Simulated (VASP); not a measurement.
A run of VASP 6.6.1 is set up as follows.

File INCAR:

```
ALGO = Normal ; EDIFF = 1E-6
ENCUT = 520 ; GGA = PS
ISIF = 2 ; ISMEAR = -1
LASPH = T ; LCHARG = F
LREAL = F ; LWAVE = F
NBANDS = 15 ; NELM = 60
PREC = Accurate ; SIGMA = 0.03
```

KPOINTS

```
k-points
0
Gamma
  7 7 7
```

File POSCAR:

```
RbBr
1.0
    0.0000000000      3.4275000000      3.4617750000
    3.4275000000      0.0000000000      3.4617750000
    3.4275000000      3.4275000000      0.0000000000
Rb Br
1 1
Direct
    0.0000000000      0.0000000000      0.0000000000
    0.5000000000      0.5000000000      0.5000000000
```

Potentials or basis: VASP PAW PBE potentials, release 64 (Rb_sv, Br).

Command:

```console
$ cat potpaw_PBE.64/Rb_sv/POTCAR potpaw_PBE.64/Br/POTCAR > POTCAR
$ mpirun -np 1 vasp_std > vasp.out
```

(1) Predict the pressure.

(2) What does it give for the band gap on the k mesh?

Results:

(1) -0.2 GPa.

(2) 4.18 eV, direct.

Caveat: the cell differs from its parent crystal (zz strain of +1 %); the PAW data sets were made with another functional, which shifts forces and pressure a little.
